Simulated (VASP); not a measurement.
Here is a VASP 6.6.1 calculation.

Contents of INCAR:

```
  PREC = Accurate
  ENCUT = 700
  EDIFF = 1E-6
  ISMEAR = 0
  SIGMA = 0.1
  LREAL = False
  LASPH = True
  NELM = 120
  ALGO = Normal
  ISIF = 2
  LWAVE = False
  LCHARG = False
  GGA = PE
  NBANDS = 36
  GGA_COMPAT = False
```

The input KPOINTS:

```
regular mesh
0
Gamma
  6 6 4
```

POSCAR

```
Cr
1.0
    2.6071718112      0.0000000000      0.0000000000
   -1.3035859056      2.2578770205      0.0000000000
    0.0000000000      0.0000000000      8.2427905845
Cr
4
Direct
    0.3333333333      0.6666666667      0.3778532147
    0.6666666667      0.3333333333      0.8778532147
    0.6666666667      0.3333333333      0.6221467853
    0.3333333333      0.6666666667      0.1221467853
```

Potentials or basis: VASP PAW PBE potentials, release 64 (Cr_sv).

Command:

```console
$ cat potpaw_PBE.64/Cr_sv/POTCAR > POTCAR
$ mpirun -np 1 vasp_std > vasp.out
```

Task: What does it give for the pressure?

Result: -0.8 GPa.

Task: What does it give for the largest force?

Result: 0.068 eV/Å.

Forces in eV/Å, atoms in the order of the input:
```
Cr   0.000  0.000  0.068
Cr   0.000  0.000  0.068
Cr   0.000  0.000 -0.068
Cr   0.000  0.000 -0.068
```

Caveat: the k points lie up to 0.46 Å⁻¹ apart, too coarse for converged energies and pressures of a metal; the run has no spin polarisation, though such a crystal can be magnetic. Spin polarisation is off, so any magnetic state and its effect on volume and gap are missing.
